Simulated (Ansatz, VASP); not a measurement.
## S: VASP beside Ansatz

```
CELL_PARAMETERS angstrom
5.52151 3.09530 1.39495
-5.52151 3.09530 1.39495
0.00000 -6.19060 1.39495
ATOMIC_POSITIONS crystal
S 0.25722 0.15325 0.91895
S 0.91832 0.25008 0.14857
S 0.14050 0.91218 0.25144
S 0.74278 0.84675 0.08105
S 0.08168 0.74992 0.85143
S 0.85950 0.08782 0.74856
```

Change from the starting cell: uniaxial_x strain +3.0%.

Alike in both runs: task single point; functional PBE; k mesh 6 × 6 × 6; occupations fermi-dirac, width 0.02 eV; no spin polarisation.

```csv
,VASP,Ansatz
version,VASP 6.6.1,Ansatz 0.2.0
potentials or method,"VASP PAW PBE potentials, release 64 (S)","plane waves, PAW"
plane-wave cutoff (eV),520,420
valence electrons in the cell,36,36
```

```csv
,VASP,Ansatz,Ansatz less VASP
gap on the k mesh at the Fermi level (eV),1.84,1.80,-0.046
pressure (GPa),1.4,2.0,+0.56
"traceless stress, the component that is largest in VASP (GPa)",-0.47,-0.34,+0.126
rms of the force components (eV/Å),0.024,0.103,+0.0796
```

Atom by atom the forces differ by 0.080 eV/Å (rms over components).
